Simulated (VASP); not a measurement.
# ZnGa2N2 (I4/mmm) in VASP: single point with r2SCAN

Aim: the single point of ZnGa2N2 with r2SCAN.

All numbers are computed with VASP 6.6.1; they aren't measurements. Logs are shortened: lines on timing, memory, paths and dates and some standing lists are left out, and cuts for length are marked.

## (1) The cell of the first run

Symmetry: I4/mmm, No. 139, tetragonal system. Conventional cell: a = 3.587 Å, b = 3.587 Å, c = 11.279 Å, α = 90.00°, β = 90.00°, γ = 90.00°. Ga (site symmetry 4mm) has 5 N at 2.29 to 2.54 Å and 4 Zn at 3.09 Å within 3.1 Å. Within 2.1 Å of Zn (site symmetry 4/mmm) lie 2 N at 1.59 Å. Within 2.1 Å of N (site symmetry 4mm) lie 1 Zn at 1.59 Å.

## (2) Single point, r2SCAN

Contents of POSCAR:

```
ZnGa2N2
1.0
    0.0000000000      3.5872960000      0.0000000000
    3.5872960000      0.0000000000      0.0000000000
    1.7936480000      1.7936480000     -5.6397090000
Ga Zn N
2 1 2
Direct
    0.3443000000      0.3443000000      0.3114000000
    0.6557000000      0.6557000000      0.6886000000
    0.0000000000      0.0000000000      0.0000000000
    0.1411000000      0.1411000000      0.7178000000
    0.8589000000      0.8589000000      0.2822000000
```

Contents of INCAR.step1:

```
ALGO = Normal
EDIFF = 1E-4
ENCUT = 520
GGA = PE
ISMEAR = -1
LASPH = True
LCHARG = False
LREAL = False
LWAVE = True
NBANDS = 32
NELM = 60
PREC = Accurate
SIGMA = 0.1
```

Contents of INCAR.step2:

```
ALGO = Normal
EDIFF = 1E-6
ENCUT = 520
ISIF = 2
ISMEAR = -1
ISTART = 1
LASPH = True
LCHARG = False
LMIXTAU = True
LREAL = False
LWAVE = False
METAGGA = R2SCAN
NBANDS = 32
NELM = 60
PREC = Accurate
SIGMA = 0.1
```

Contents of KPOINTS:

```
k-points
0
Gamma
  10 10 10
```

Potentials or basis: VASP PAW PBE potentials, release 64 (Ga_d, Zn, N).

Started as:

```sh
$ cat potpaw_PBE.64/Ga_d/POTCAR potpaw_PBE.64/Zn/POTCAR potpaw_PBE.64/N/POTCAR > POTCAR
$ cp INCAR.step1 INCAR
$ mpirun -np 1 vasp_std > vasp.out
$ cp INCAR.step2 INCAR
$ mpirun -np 1 vasp_std > vasp.out
```

OUTCAR:

```text
EDIFF = 1E-6
   ENCUT = 520
   ISIF = 2
   ISMEAR = -1
   ISTART = 1
   LASPH = True
   LREAL = False
   METAGGA = R2SCAN
   NELM = 60
   PREC = Accurate

 ion  position               nearest neighbor table
   1  0.344  0.344  0.311-   4 2.29
   2  0.656  0.656  0.689-   5 2.29
   3  0.000  0.000  0.000-   4 1.59   5 1.59
   4  0.141  0.141  0.718-   3 1.59   1 2.29
   5  0.859  0.859  0.282-   3 1.59   2 2.29

  LATTYP: Found a body centered tetragonal cell.
 ALAT       =     3.5872960000
 C/A-ratio  =     3.1442674371

  Lattice vectors:

 A1 = (  -1.7936480000,   1.7936480000,   5.6397090000)
 A2 = (   1.7936480000,  -1.7936480000,   5.6397090000)
 A3 = (   1.7936480000,   1.7936480000,  -5.6397090000)

Analysis of symmetry for initial positions (statically):
=====================================================================
 Subroutine PRICEL returns:
 Original cell was already a primitive cell.

 Routine SETGRP: Setting up the symmetry group for a
 body centered tetragonal supercell.

 Subroutine GETGRP returns: Found 16 space group operations
 (whereof 16 operations were pure point group operations)
 out of a pool of 16 trial point group operations.

The static configuration has the point symmetry D_4h.

Analysis of symmetry for dynamics (positions and initial velocities):
=====================================================================
 Subroutine PRICEL returns:
 Original cell was already a primitive cell.

 Routine SETGRP: Setting up the symmetry group for a
 body centered tetragonal supercell.

 Subroutine GETGRP returns: Found 16 space group operations
 (whereof 16 operations were pure point group operations)
 out of a pool of 16 trial point group operations.

The dynamic configuration has the point symmetry D_4h.

 Subroutine INISYM returns: Found 16 space group operations
 (whereof 16 operations are pure point group operations),
 and found     1 'primitive' translations

----------------------------------------------------------------------------------------

                                     Primitive cell

  volume of cell :      72.5757

  direct lattice vectors                    reciprocal lattice vectors
     0.000000000  3.587296000  0.000000000     0.000000000  0.278761496  0.088657057
     3.587296000  0.000000000  0.000000000     0.278761496  0.000000000  0.088657057
     1.793648000  1.793648000 -5.639709000     0.000000000  0.000000000 -0.177314113

  length of vectors
     3.587296000  3.587296000  6.183903613     0.292520162  0.292520162  0.177314113

  position of ions in fractional coordinates (direct lattice)
     0.344300000  0.344300000  0.311400000
     0.655700000  0.655700000  0.688600000
     0.000000000  0.000000000  0.000000000
     0.141100000  0.141100000  0.717800000
     0.858900000  0.858900000  0.282200000

  ion indices of the primitive-cell ions
   primitive index   ion index
                 1           1
                 2           2
                 3           3
                 4           4
                 5           5

----------------------------------------------------------------------------------------

 KPOINTS: k-points

Automatic generation of k-mesh.
 Grid dimensions read from file:
 generate k-points for:   10   10   10

 Generating k-lattice:

  Cartesian coordinates                     Fractional coordinates (reciprocal lattice)
     0.000000000  0.027876150  0.008865706     0.100000000  0.000000000  0.000000000
     0.027876150  0.000000000  0.008865706     0.000000000  0.100000000  0.000000000
     0.000000000  0.000000000 -0.017731411     0.000000000  0.000000000  0.100000000

  Length of vectors
     0.029252016  0.029252016  0.017731411

  Shift w.r.t. Gamma in fractional coordinates (k-lattice)
     0.000000000  0.000000000  0.000000000

 Subroutine IBZKPT returns following result:
 ===========================================

 Found    102 irreducible k-points:

 Following reciprocal coordinates:
            Coordinates               Weight
  0.000000  0.000000  0.000000      1.000000
  0.100000  0.000000 -0.000000      8.000000
  0.200000  0.000000 -0.000000      8.000000
  0.300000  0.000000  0.000000      8.000000
  0.400000  0.000000 -0.000000      8.000000
  0.500000  0.000000 -0.000000      4.000000
[... 16 lines left out ...]
  0.300000  0.300000  0.000000      8.000000
  0.400000  0.300000  0.000000     16.000000
 [... further k-points ...]
   k-points           NKPTS =    102   k-points in BZ     NKDIM =    102   number of bands    NBANDS=     32
   number of dos      NEDOS =    301   number of ions     NIONS =      5
   total plane-waves  NPLWV =  37632
   dimension x,y,z NGX =    28 NGY =   28 NGZ =   48
   dimension x,y,z NGXF=    56 NGYF=   56 NGZF=   96
   ions per type =               2   1   2
   NGX,Y,Z   is equivalent  to a cutoff of  12.98, 12.98, 12.90 a.u.
   NGXF,Y,Z  is equivalent  to a cutoff of  25.95, 25.95, 25.81 a.u.
 SYSTEM =  unknown system
   PREC   = accura    normal or accurate (medium, high low for compatibility)
   ISTART =      1    job   : 0-new  1-cont  2-samecut
   ICHARG =      0    charge: 1-file 2-atom 10-const
   ISPIN  =      1    spin polarized calculation?
   LNONCOLLINEAR =      F non collinear calculations
   LSORBIT =      F    spin-orbit coupling
   LASPH  =      T    aspherical Exc in radial PAW
   ENCUT  =  520.0 eV  38.22 Ry    6.18 a.u.   6.67  6.67 11.50*2*pi/ulx,y,z
   NELM   =     60;   NELMIN=  2; NELMDL=  0     # of ELM steps
   EDIFF  = 0.1E-05   stopping-criterion for ELM
   LREAL  =      F    real-space projection
   EDIFFG = 0.1E-04   stopping-criterion for IOM
   NSW    =      0    number of steps for IOM
   IBRION =     -1    ionic relax: 0-MD 1-quasi-New 2-CG
   NFREE  =      0    steps in history (QN), initial steepest desc. (CG)
   ISIF   =      2    stress and relaxation
   ISYM   =      2    0-nonsym 1-usesym 2-fastsym
   POTIM  = 0.5000    time-step for ionic-motion
   TEBEG  =    0.0;   TEEND  =   0.0 temperature during run
   PSTRESS=    0.0 pullay stress
   NELECT =      48.0000    total number of electrons
   NUPDOWN=      -1.0000    fix difference up-down
   EMIN   =  10.00;   EMAX   =-10.00  energy-range for DOS
   EFERMI =   0.00;   METHOD = LEGACY
   ISMEAR =    -1;   SIGMA  =   0.10  broadening in eV -4-tet -1-fermi 0-gaus
   EFERMI_NEDOS =   21; number of points for ismear=-14 and -15
   IALGO  =     38    algorithm
   IMIX   =      4    mixing-type and parameters
     AMIX     =   0.40;   BMIX     =  1.00
     AMIX_MAG =   1.60;   BMIX_MAG =  1.00
  volume/ion in A,a.u.               =      14.52        97.95
  Fermi-wavevector in a.u.,A,eV,Ry     =   1.426346  2.695403 27.680546  2.034463
  Thomas-Fermi vector in A             =   2.546633
   LORBIT       =      0    0 simple, 1 ext, 2 COOP (PROOUT), +10 PAW based schemes
   METAGGA = R2SCAN    functional components
   LHFCALC =     F    Hartree Fock is set to
   AEXX    =    0.0000 exact exchange contribution
   IVDW    =     0    specifies the selected vdW correction
   LEPSILON=     F    determine dielectric tensor
   LRPA    =     F    only Hartree local field effects (RPA)
 non-spin polarized calculation
  energy-cutoff  :      520.00
  volume of cell :       72.58
 maximum number of plane-waves:      1973
   NGX = 13   NGY = 13   NGZ = 23

 number of electron      47.9999996 magnetization

 Free energy of the ion-electron system (eV)
  ---------------------------------------------------
  ext. energy  EPLUGINS =         0.00000000
  ---------------------------------------------------
  free energy    TOTEN  =       -45.42574402 eV

  energy without entropy =      -45.36508595  energy(sigma->0) =      -45.39541499

 E-fermi :   4.0777     XC(G=0): -11.6539

 val. band max:        4.0617000300   @ k =  -0.3000   0.1000  -0.0000
 cond. band min:       4.0815920174   @ k =  -0.2000   0.0000   0.2000
 fundamental gap:      0.0198919874
 Fermi energy:         4.0776661526

 k-point     1 :       0.0000    0.0000    0.0000
  band No.  band energies     occupation
      1     -13.0432      2.00000
      2     -11.9444      2.00000
      3     -11.3282      2.00000
      4     -11.2924      2.00000
      5     -11.2839      2.00000
      6     -11.2813      2.00000
[... 24 lines left out ...]
     31      12.0392      0.00000
     32      12.0393      0.00000

 k-point     2 :       0.1000    0.0000   -0.0000
  band No.  band energies     occupation
      1     -13.0017      2.00000
      2     -11.9180      2.00000
      3     -11.3248      2.00000
      4     -11.2911      2.00000
      5     -11.2895      2.00000
      6     -11.2832      2.00000
[... 24 lines left out ...]
     31      11.8439      0.00000
     32      12.6222      0.00000

 k-point     3 :       0.2000    0.0000   -0.0000
  band No.  band energies     occupation
      1     -12.8901      2.00000
      2     -11.8415      2.00000
      3     -11.3161      2.00000
      4     -11.3021      2.00000
      5     -11.2921      2.00000
      6     -11.2908      2.00000
[... 24 lines left out ...]
     31      11.3373      0.00000
     32      13.2173      0.00000

 k-point     4 :       0.3000    0.0000    0.0000
  band No.  band energies     occupation
      1     -12.7466      2.00000
      2     -11.7263      2.00000
      3     -11.3152      2.00000
      4     -11.3068      2.00000
      5     -11.3039      2.00000
      6     -11.2952      2.00000
[... 24 lines left out ...]
     31      11.0718      0.00000
     32      12.3732      0.00000

 k-point     5 :       0.4000    0.0000   -0.0000
  band No.  band energies     occupation
      1     -12.6268      2.00000
      2     -11.6081      2.00000
      3     -11.3239      2.00000
      4     -11.3167      2.00000
      5     -11.3016      2.00000
      6     -11.2929      2.00000
[... 584 lines left out ...]
     31      11.7829      0.00000
     32      12.3152      0.00000

 k-point    22 :      -0.2000    0.2000    0.0000
  band No.  band energies     occupation
      1     -12.8133      2.00000
      2     -11.8093      2.00000
      3     -11.3053      2.00000
      4     -11.2936      2.00000
      5     -11.2866      2.00000
      6     -11.2840      2.00000
[... 24 lines left out ...]
     31      12.0482      0.00000
     32      12.6499      0.00000

 k-point    23 :       0.3000    0.3000    0.0000
  band No.  band energies     occupation
      1     -12.6522      2.00000
      2     -11.7789      2.00000
      3     -11.3106      2.00000
      4     -11.2969      2.00000
      5     -11.2848      2.00000
      6     -11.2683      2.00000
[... 24 lines left out ...]
     31      11.0882      0.00000
     32      12.1654      0.00000

 k-point    24 :       0.4000    0.3000    0.0000
  band No.  band energies     occupation
      1     -12.6359      2.00000
      2     -11.8092      2.00000
      3     -11.3145      2.00000
      4     -11.2991      2.00000
      5     -11.2829      2.00000
      6     -11.2617      2.00000
[... 24 lines left out ...]
     31      11.2275      0.00000
     32      11.8684      0.00000

 [... further k-points ...]

------------------------ aborting loop because EDIFF is reached ----------------------------------------

  FORCE on cell =-STRESS in cart. coord.  units (eV):
  Direction    XX          YY          ZZ          XY          YZ          ZX
  --------------------------------------------------------------------------------------
  -------------------------------------------------------------------------------------
  Total       -4.6968750     -4.6968750     19.8247672      0.0000000      0.0000000      0.0000000
  in kB     -103.6879922   -103.6879922    437.6506288      0.0000000      0.0000000      0.0000000
  external PRESSURE =      76.7582148 kB  Pullay stress =       0.0000000 kB

 VOLUME and BASIS-vectors are now :
 -----------------------------------------------------------------------------
  energy-cutoff  :      520.00
  volume of cell :       72.58
      direct lattice vectors                 reciprocal lattice vectors
     0.000000000  3.587296000  0.000000000     0.000000000  0.278761496  0.088657057
     3.587296000  0.000000000  0.000000000     0.278761496  0.000000000  0.088657057
     1.793648000  1.793648000 -5.639709000     0.000000000  0.000000000 -0.177314113

 POSITION                                       TOTAL-FORCE (eV/Angst)
 -----------------------------------------------------------------------------------
      1.79365      1.79365     -1.75621         0.000000     -0.000000     -0.950907
      3.58730      3.58730     -3.88350         0.000000     -0.000000      0.950907
      0.00000      0.00000      0.00000        -0.000000      0.000000     -0.000000
      1.79365      1.79365     -4.04818         0.000000      0.000000      9.697913
      3.58730      3.58730     -1.59153        -0.000000     -0.000000     -9.697913
 -----------------------------------------------------------------------------------
    total drift:                               -0.000000     -0.000000      0.000000

  FREE ENERGIE OF THE ION-ELECTRON SYSTEM (eV)
  ---------------------------------------------------
  free  energy   TOTEN  =       -45.4257440198 eV

  energy  without entropy=      -45.3650859545  energy(sigma->0) =      -45.39541499
```

Wall time 6.1 min (1 thread of Intel Xeon Platinum 8488C (Sapphire Rapids), shared host); peak memory 0.35 GiB.

What came out:

| Property | Result |
| --- | --- |
| Free energy | -45.4257 eV |
| Pressure | 7.7 GPa |
| Largest force | 9.698 eV/Å |
| Band gap on the k mesh | zero (bands 24 and 25 overlap by 2.19 eV) |

Forces on the atoms (eV/Å):
```
Ga   0.000  0.000 -0.951
Ga   0.000  0.000  0.951
Zn   0.000  0.000  0.000
N    0.000  0.000  9.698
N    0.000  0.000 -9.698
```

Caveat: the stress differs along the axes, from -10 to 44 GPa; the PAW data sets were made with another functional, which shifts forces and pressure a little.
